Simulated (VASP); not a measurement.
Write the native input for VASP 6.6.1 that does the following.

```
Task                   : single point
Functional             : PBE
Potentials or basis    : VASP PAW PBE potentials, release 64 (Cd, Se)
Cutoff                 : 520 eV
k mesh                 : 4 × 4 × 4
Occupations            : gaussian, width 0.2 eV
Spin                   : no spin polarisation
Dipole correction      : no
Further INCAR settings : ALGO = Normal; EDIFF = 1e-06; NBANDS = 36
```

The structure of Cd2Se5 lies in POSCAR:

```
Cd2Se5
1.0
   -3.7085020486      3.7085020486      3.5189853762
    3.7085020486     -3.7085020486      3.5189853762
    3.7085020486      3.7085020486     -3.5189853762
Cd Se
2 5
Direct
    0.7500000000      0.2500000000      0.5000000000
    0.2500000000      0.7500000000      0.5000000000
    0.7050200519      0.1886042684      0.8936243203
    0.8113957316      0.7050200519      0.5164157835
    0.1886042684      0.2949799481      0.4835842165
    0.2949799481      0.8113957316      0.1063756797
    0.0000000000      0.0000000000      0.0000000000
```

One way to write it, as run:

INCAR

```
ALGO = Normal
EDIFF = 1E-6
ENCUT = 520
GGA = PE
ISIF = 2
ISMEAR = 0
LASPH = T
LCHARG = F
LREAL = F
LWAVE = F
NBANDS = 36
NELM = 60
PREC = Accurate
SIGMA = 0.2
```

KPOINTS

```
k-points
0
Gamma
  4 4 4
```

Potentials or basis: VASP PAW PBE potentials, release 64 (Cd, Se).

Run with:

```bash
$ cat potpaw_PBE.64/Cd/POTCAR potpaw_PBE.64/Se/POTCAR > POTCAR
$ mpirun -np 1 vasp_std > vasp.out
```

Results of the run:

The pressure is 0.2 GPa. The largest force is 0.015 eV/Å. The band gap on the k mesh is zero (band 27 reaches 1.58 eV, above the bottom of band 28 at 1.04 eV).

Run time: 2.8 min on 1 thread of AMD EPYC 7R43 64-Core Processor (Zen 3) (shared host), peak memory 0.33 GiB.
